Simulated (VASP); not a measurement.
Wanted: the native input for a VASP 6.6.1 run.

```yaml
Task: single point
Functional: PBEsol
Potentials_or_basis: VASP PAW PBE potentials, release 64 (C)
Cutoff: 520 eV
k_mesh: 6 × 6 × 6
Occupations: gaussian, width 0.05 eV
Spin: no spin polarisation
Dipole_correction: no
Further_INCAR_settings: LREAL = Auto; ALGO = Normal; EDIFF = 1e-07; NBANDS = 43
```

The structure of C (a cell with a defect) lies in POSCAR:

```
C
1.0
    0.0000000000      3.5537981836     -3.5537981836
   -3.5537981836      0.0000000000     -3.5537981836
   -3.5537981836      3.5537981836      0.0000000000
C
15
Direct
    0.2500000000      0.7500000000      0.2500000000
    0.7500000000      0.2500000000      0.2500000000
    0.2500000000      0.2500000000      0.2500000000
    0.7500000000      0.7500000000      0.7500000000
    0.2500000000      0.7500000000      0.7500000000
    0.7500000000      0.2500000000      0.7500000000
    0.2500000000      0.2500000000      0.7500000000
    0.8750000000      0.3750000000      0.3750000000
    0.3750000000      0.3750000000      0.3750000000
    0.9353102206      0.9353102206      0.2543795588
    0.3750000000      0.8750000000      0.3750000000
    0.8750000000      0.3750000000      0.8750000000
    0.3750000000      0.3750000000      0.8750000000
    0.8750000000      0.8750000000      0.8750000000
    0.3750000000      0.8750000000      0.8750000000
```

This cell differs from its parent crystal: atoms taken out, atom 10 moved 0.000 of the way to it and -0.525 Å across, host rigid.

One way to write it, as run:

INCAR

```
ALGO = Normal ; EDIFF = 1E-7
ENCUT = 520 ; GGA = PS
ISIF = 2 ; ISMEAR = 0
LASPH = T ; LCHARG = F
LREAL = Auto ; LWAVE = F
NBANDS = 43 ; NELM = 100
PREC = Accurate ; SIGMA = 0.05
```

KPOINTS

```
k-points
0
Gamma
  6 6 6
```

Potentials or basis: VASP PAW PBE potentials, release 64 (C).

Run with:

```bash
$ cat potpaw_PBE.64/C/POTCAR > POTCAR
$ mpirun -np 1 vasp_std > vasp.out
```

It gave:

```yaml
Pressure: 2.8 GPa
Largest_force: 9.567 eV/Å
Band_gap_on_the_k_mesh: zero (bands 30 and 31 overlap by 1.34 eV)
```

Caveat: the cell differs from its parent crystal (atoms taken out, atom 10 moved 0.000 of the way to it and -0.525 Å across, host rigid); the PAW data sets were made with another functional, which shifts forces and pressure a little.

Run time: 15 min on 1 thread of Intel Xeon 8259CL (shared host), peak memory 0.33 GiB.
